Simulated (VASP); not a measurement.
# BiTe in VASP: notebook, part 2 of 2

VASP 6.6.1. The steps go on from the part before.

## 3. Single point, LDA (zz strain of -2 %)

Input file INCAR:

```
PREC = Accurate
ENCUT = 520
EDIFF = 1E-7
ISMEAR = -1
SIGMA = 0.08
LREAL = False
LASPH = True
NELM = 80
ALGO = Normal
ISIF = 2
LWAVE = False
LCHARG = False
NBANDS = 18
```

Input file KPOINTS:

```
Automatic mesh
0
Gamma
  10 10 10
```

Input file POSCAR:

```
BiTe
1.0
    0.0000000000      3.2350000000      3.1703000000
    3.2350000000      0.0000000000      3.1703000000
    3.2350000000      3.2350000000      0.0000000000
Bi Te
1 1
Direct
    0.0000000000      0.0000000000      0.0000000000
    0.5000000000      0.5000000000      0.5000000000
```

Potentials or basis: VASP PAW LDA potentials, release 64 (Bi_d, Te).

The run is started by

```console
$ cat potpaw_LDA.64/Bi_d/POTCAR potpaw_LDA.64/Te/POTCAR > POTCAR
$ mpirun -np 1 vasp_std > vasp.out
```

OUTCAR:

```text
PREC = Accurate
   ENCUT = 520
   EDIFF = 1E-7
   ISMEAR = -1
   LREAL = False
   LASPH = True
   NELM = 80
   ISIF = 2

 ion  position               nearest neighbor table
   1  0.000  0.000  0.000-   2 3.17   2 3.17   2 3.23   2 3.23   2 3.23   2 3.23
   2  0.500  0.500  0.500-   1 3.17   1 3.17   1 3.23   1 3.23   1 3.23   1 3.23

  LATTYP: Found a body centered tetragonal cell.
 ALAT       =     4.5749808743
 C/A-ratio  =     1.3859292911

  Lattice vectors:

 A1 = (   0.0000000000,  -3.2350000000,  -3.1703000000)
 A2 = (   0.0000000000,   3.2350000000,  -3.1703000000)
 A3 = (   3.2350000000,   0.0000000000,   3.1703000000)

Analysis of symmetry for initial positions (statically):
=====================================================================
 Subroutine PRICEL returns:
 Original cell was already a primitive cell.

 Routine SETGRP: Setting up the symmetry group for a
 body centered tetragonal supercell.

 Subroutine GETGRP returns: Found 16 space group operations
 (whereof 16 operations were pure point group operations)
 out of a pool of 16 trial point group operations.

The static configuration has the point symmetry D_4h.

Analysis of symmetry for dynamics (positions and initial velocities):
=====================================================================
 Subroutine PRICEL returns:
 Original cell was already a primitive cell.

 Routine SETGRP: Setting up the symmetry group for a
 body centered tetragonal supercell.

 Subroutine GETGRP returns: Found 16 space group operations
 (whereof 16 operations were pure point group operations)
 out of a pool of 16 trial point group operations.

The dynamic configuration has the point symmetry D_4h.

 Subroutine INISYM returns: Found 16 space group operations
 (whereof 16 operations are pure point group operations),
 and found     1 'primitive' translations

----------------------------------------------------------------------------------------

                                     Primitive cell

  volume of cell :      66.3558

  direct lattice vectors                    reciprocal lattice vectors
     0.000000000  3.235000000  3.170300000    -0.154559505  0.154559505  0.157713781
     3.235000000  0.000000000  3.170300000     0.154559505 -0.154559505  0.157713781
     3.235000000  3.235000000  0.000000000     0.154559505  0.154559505 -0.157713781

  length of vectors
     4.529462119  4.529462119  4.574980874     0.269538343  0.269538343  0.269538343

  position of ions in fractional coordinates (direct lattice)
     0.000000000  0.000000000  0.000000000
     0.500000000  0.500000000  0.500000000

  ion indices of the primitive-cell ions
   primitive index   ion index
                 1           1
                 2           2

----------------------------------------------------------------------------------------

 KPOINTS: Automatic mesh

Automatic generation of k-mesh.
 Grid dimensions read from file:
 generate k-points for:   10   10   10

 Generating k-lattice:

  Cartesian coordinates                     Fractional coordinates (reciprocal lattice)
    -0.015455951  0.015455951  0.015771378     0.100000000 -0.000000000  0.000000000
     0.015455951 -0.015455951  0.015771378    -0.000000000  0.100000000  0.000000000
     0.015455951  0.015455951 -0.015771378     0.000000000  0.000000000  0.100000000

  Length of vectors
     0.026953834  0.026953834  0.026953834

  Shift w.r.t. Gamma in fractional coordinates (k-lattice)
     0.000000000  0.000000000  0.000000000

 Subroutine IBZKPT returns following result:
 ===========================================

 Found    102 irreducible k-points:

 Following reciprocal coordinates:
            Coordinates               Weight
  0.000000  0.000000  0.000000      1.000000
  0.100000 -0.000000  0.000000      8.000000
  0.200000 -0.000000  0.000000      8.000000
  0.300000  0.000000  0.000000      8.000000
  0.400000  0.000000  0.000000      8.000000
  0.500000 -0.000000  0.000000      4.000000
[... 16 lines left out ...]
  0.300000  0.300000  0.000000      2.000000
  0.400000  0.300000  0.000000      8.000000
 [... further k-points ...]
   k-points           NKPTS =    102   k-points in BZ     NKDIM =    102   number of bands    NBANDS=     18
   number of dos      NEDOS =    301   number of ions     NIONS =      2
   total plane-waves  NPLWV =  46656
   dimension x,y,z NGX =    36 NGY =   36 NGZ =   36
   dimension x,y,z NGXF=    72 NGYF=   72 NGZF=   72
   ions per type =               1   1
   NGX,Y,Z   is equivalent  to a cutoff of  13.21, 13.21, 13.08 a.u.
   NGXF,Y,Z  is equivalent  to a cutoff of  26.43, 26.43, 26.16 a.u.
 SYSTEM =  unknown system
   PREC   = accura    normal or accurate (medium, high low for compatibility)
   ISTART =      0    job   : 0-new  1-cont  2-samecut
   ICHARG =      2    charge: 1-file 2-atom 10-const
   ISPIN  =      1    spin polarized calculation?
   LNONCOLLINEAR =      F non collinear calculations
   LSORBIT =      F    spin-orbit coupling
   LASPH  =      T    aspherical Exc in radial PAW
   ENCUT  =  520.0 eV  38.22 Ry    6.18 a.u.   8.42  8.42  8.51*2*pi/ulx,y,z
   NELM   =     80;   NELMIN=  2; NELMDL= -5     # of ELM steps
   EDIFF  = 0.1E-06   stopping-criterion for ELM
   LREAL  =      F    real-space projection
   EDIFFG = 0.1E-05   stopping-criterion for IOM
   NSW    =      0    number of steps for IOM
   IBRION =     -1    ionic relax: 0-MD 1-quasi-New 2-CG
   NFREE  =      0    steps in history (QN), initial steepest desc. (CG)
   ISIF   =      2    stress and relaxation
   ISYM   =      2    0-nonsym 1-usesym 2-fastsym
   POTIM  = 0.5000    time-step for ionic-motion
   TEBEG  =    0.0;   TEEND  =   0.0 temperature during run
   PSTRESS=    0.0 pullay stress
   NELECT =      21.0000    total number of electrons
   NUPDOWN=      -1.0000    fix difference up-down
   EMIN   =  10.00;   EMAX   =-10.00  energy-range for DOS
   EFERMI =   0.00;   METHOD = LEGACY
   ISMEAR =    -1;   SIGMA  =   0.08  broadening in eV -4-tet -1-fermi 0-gaus
   EFERMI_NEDOS =   21; number of points for ismear=-14 and -15
   IALGO  =     38    algorithm
   IMIX   =      4    mixing-type and parameters
     AMIX     =   0.40;   BMIX     =  1.00
     AMIX_MAG =   1.60;   BMIX_MAG =  1.00
  volume/ion in A,a.u.               =      33.18       223.90
  Fermi-wavevector in a.u.,A,eV,Ry     =   1.115634  2.108242 16.934335  1.244639
  Thomas-Fermi vector in A             =   2.252240
   LORBIT       =      0    0 simple, 1 ext, 2 COOP (PROOUT), +10 PAW based schemes
   GGA     = CA    functional components
   LHFCALC =     F    Hartree Fock is set to
   AEXX    =    0.0000 exact exchange contribution
   IVDW    =     0    specifies the selected vdW correction
   LEPSILON=     F    determine dielectric tensor
   LRPA    =     F    only Hartree local field effects (RPA)
 non-spin polarized calculation
  energy-cutoff  :      520.00
  volume of cell :       66.36
 maximum number of plane-waves:      1819
 NGX is ok and might be reduce to    36
   NGX = 17   NGY = 17   NGZ = 17

 number of electron      21.0000003 magnetization

 Free energy of the ion-electron system (eV)
  ---------------------------------------------------
  ext. energy  EPLUGINS =         0.00000000
  ---------------------------------------------------
  free energy    TOTEN  =        -8.51725702 eV

  energy without entropy =       -8.48769965  energy(sigma->0) =       -8.50247834

 E-fermi :   6.6676     XC(G=0):  -9.7635

 val. band max:        6.6570526847   @ k =   0.2000   0.2000   0.0000
 cond. band min:       6.6785939534   @ k =  -0.2000   0.4000   0.2000
 fundamental gap:      0.0215412688
 Fermi energy:         6.6675870883

 k-point     1 :       0.0000    0.0000    0.0000
  band No.  band energies     occupation
      1     -16.4089      2.00000
      2     -16.3962      2.00000
      3     -16.3962      2.00000
      4     -16.3934      2.00000
      5     -16.3852      2.00000
      6      -6.9913      2.00000
[... 10 lines left out ...]
     17      12.7554      0.00000
     18      13.1335      0.00000

 k-point     2 :       0.1000   -0.0000    0.0000
  band No.  band energies     occupation
      1     -16.4093      2.00000
      2     -16.3958      2.00000
      3     -16.3957      2.00000
      4     -16.3935      2.00000
      5     -16.3848      2.00000
      6      -6.8997      2.00000
[... 10 lines left out ...]
     17      13.3526      0.00000
     18      13.7672      0.00000
[... 442 lines left out ...]
 k-point    24 :       0.4000    0.3000    0.0000
  band No.  band energies     occupation
      1     -16.4214      2.00000
      2     -16.3902      2.00000
      3     -16.3881      2.00000
      4     -16.3867      2.00000
      5     -16.3861      2.00000
      6      -5.5511      2.00000
[... 10 lines left out ...]
     17      15.7708      0.00000
     18      15.8371      0.00000

 [... further k-points ...]
[... 5 lines left out ...]
  --------------------------------------------------------------------------------------
  -------------------------------------------------------------------------------------
  Total       -0.9487714     -0.9487714     -0.2863000      0.0000000     -0.0000000      0.0000000
  in kB      -22.9083211    -22.9083211     -6.9127851      0.0000000     -0.0000000      0.0000000
  external PRESSURE =     -17.5764758 kB  Pullay stress =       0.0000000 kB

 VOLUME and BASIS-vectors are now :
 -----------------------------------------------------------------------------
  energy-cutoff  :      520.00
  volume of cell :       66.36
      direct lattice vectors                 reciprocal lattice vectors
     0.000000000  3.235000000  3.170300000    -0.154559505  0.154559505  0.157713781
     3.235000000  0.000000000  3.170300000     0.154559505 -0.154559505  0.157713781
     3.235000000  3.235000000  0.000000000     0.154559505  0.154559505 -0.157713781

 POSITION                                       TOTAL-FORCE (eV/Angst)
 -----------------------------------------------------------------------------------
      0.00000      0.00000      0.00000        -0.000000      0.000000     -0.000000
      3.23500      3.23500      3.17030         0.000000      0.000000      0.000000
 -----------------------------------------------------------------------------------
    total drift:                               -0.000000      0.000000      0.000000

  FREE ENERGIE OF THE ION-ELECTRON SYSTEM (eV)
  ---------------------------------------------------
  free  energy   TOTEN  =        -8.5172570230 eV

  energy  without entropy=       -8.4876996505  energy(sigma->0) =       -8.50247834
```

OSZICAR:

```text
N       E                     dE             d eps       ncg     rms          rms(c)
DAV:   1     0.158451697323E+03    0.15845E+03   -0.99116E+03  3676   0.113E+03
DAV:   2     0.367174997973E+01   -0.15478E+03   -0.15058E+03  3976   0.310E+02
DAV:   3    -0.819160507214E+01   -0.11863E+02   -0.11707E+02  4546   0.895E+01
DAV:   4    -0.853397670356E+01   -0.34237E+00   -0.34194E+00  4492   0.162E+01
DAV:   5    -0.854828730897E+01   -0.14311E-01   -0.14310E-01  5154   0.312E+00    0.653E+00
DAV:   6    -0.851929679893E+01    0.28991E-01   -0.77081E-02  5312   0.181E+00    0.405E+00
DAV:   7    -0.851783196960E+01    0.14648E-02   -0.20024E-02  4446   0.780E-01    0.468E-01
DAV:   8    -0.851723029354E+01    0.60168E-03   -0.36716E-03  4768   0.422E-01    0.910E-02
DAV:   9    -0.851725677760E+01   -0.26484E-04   -0.34482E-04  4078   0.106E-01    0.408E-02
DAV:  10    -0.851725732121E+01   -0.54361E-06   -0.13404E-05  4882   0.206E-02    0.264E-02
DAV:  11    -0.851725718407E+01    0.13714E-06   -0.30673E-06  5000   0.958E-03    0.496E-03
DAV:  12    -0.851725702215E+01    0.16192E-06   -0.60535E-07  4740   0.635E-03    0.578E-04
DAV:  13    -0.851725702300E+01   -0.84901E-09   -0.65177E-08  2176   0.155E-03
   1 F= -.85172570E+01 E0= -.85024783E+01  d E =-.295574E-01
```

Run time: 58 s. Hardware: 1 thread of Intel Xeon 6975P-C (Granite Rapids), shared host; peak memory 0.26 GiB.

Results:

* Free energy: -8.5173 eV
* Pressure: -1.8 GPa

Stress tensor (GPa, compression positive):
```
-2.29  0.00  0.00
 0.00 -2.29  0.00
 0.00  0.00 -0.69
```

Caveat: the cell differs from its parent crystal (zz strain of -2 %); spin-orbit coupling is left out, which moves the levels of the heavy elements.
